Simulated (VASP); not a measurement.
Set up this calculation in VASP 6.6.1, as the native input.

* Task: single point
* Functional: PBE
* Potentials or basis: VASP PAW PBE potentials, release 64 (Be, S)
* Cutoff: 600 eV
* k mesh: 8 × 8 × 8
* Occupations: gaussian, width 0.02 eV
* Spin: no spin polarisation
* Dipole correction: no
* Further INCAR settings: ALGO = Normal; EDIFF = 1e-06; NBANDS = 11

The structure of BeS lies in POSCAR:

```
BeS
1.0
    0.0000000000      2.3626115325      2.3626115325
    2.3626115325      0.0000000000      2.3626115325
    2.3626115325      2.3626115325      0.0000000000
Be S
1 1
Direct
    0.5000000000      0.5000000000      0.5000000000
    0.2500000000      0.2500000000      0.2500000000
```

This cell differs from its parent crystal: volume scaled by 0.91.

The input as run:

INCAR

```
PREC = Accurate
ENCUT = 600
EDIFF = 1E-6
ISMEAR = 0
SIGMA = 0.02
LREAL = False
LASPH = True
NELM = 120
ALGO = Normal
ISIF = 2
LWAVE = False
LCHARG = True
GGA = PE
LELF = True
LVHAR = True
NBANDS = 11
GGA_COMPAT = False
```

KPOINTS

```
Automatic mesh
0
Gamma
  8 8 8
```

Potentials or basis: VASP PAW PBE potentials, release 64 (Be, S).

Run with:

```bash
$ cat potpaw_PBE.64/Be/POTCAR potpaw_PBE.64/S/POTCAR > POTCAR
$ mpirun -np 1 vasp_std > vasp.out
```

It gave:

- Pressure: 10.5 GPa
- Band gap on the k mesh: 2.92 eV, indirect (least direct gap 5.62 eV)

It took 11 s on 1 thread of Intel(R) Xeon(R) Platinum 8259CL CPU @ 2.50GHz (Skylake/Cascade Lake), on a shared host, peak memory 0.15 GiB.
